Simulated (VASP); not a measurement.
Here is a VASP 6.6.1 calculation.

INCAR

```
ALGO = Fast
EDIFF = 1E-6
ENCUT = 520
GGA = PE
ISIF = 2
ISMEAR = 0
LASPH = T
LCHARG = F
LREAL = F
LWAVE = F
NBANDS = 40
NELM = 100
PREC = Accurate
SIGMA = 0.1
```

The input KPOINTS:

```
k-points
0
Gamma
  6 6 10
```

The input POSCAR:

```
BPb2
1.0
    5.5642349216      0.0000000000      0.0000000000
    0.0000000000      6.5484901518      0.0000000000
    0.0000000000      0.0000000000      3.8988284067
B Pb
2 4
Direct
    0.5000000000      0.5000000000      0.5000000000
    0.0000000000      0.0000000000      0.0000000000
    0.2607318622      0.8576972251      0.5000000000
    0.7607318622      0.6423027749      0.0000000000
    0.7392681378      0.1423027749      0.5000000000
    0.2392681378      0.3576972251      0.0000000000
```

Potentials or basis: VASP PAW PBE potentials, release 64 (B, Pb_d).

Command:

```sh
$ cat potpaw_PBE.64/B/POTCAR potpaw_PBE.64/Pb_d/POTCAR > POTCAR
$ mpirun -np 1 vasp_std > vasp.out
```

Problem. Predict the band gap on the k mesh.

Solution. Zero (bands 31 and 32 overlap by 2.59 eV).

Problem. What does it give for the pressure?

Solution. 0.0 GPa.

Problem. Estimate the largest force.

Solution. 0.006 eV/Å.

Forces on the atoms (eV/Å):
```
B    0.000  0.000  0.000
B    0.000  0.000  0.000
Pb  -0.002  0.005  0.000
Pb  -0.002 -0.005  0.000
Pb   0.002 -0.005  0.000
Pb   0.002  0.005  0.000
```

Caveat: spin-orbit coupling is left out, which moves the levels of the heavy elements.
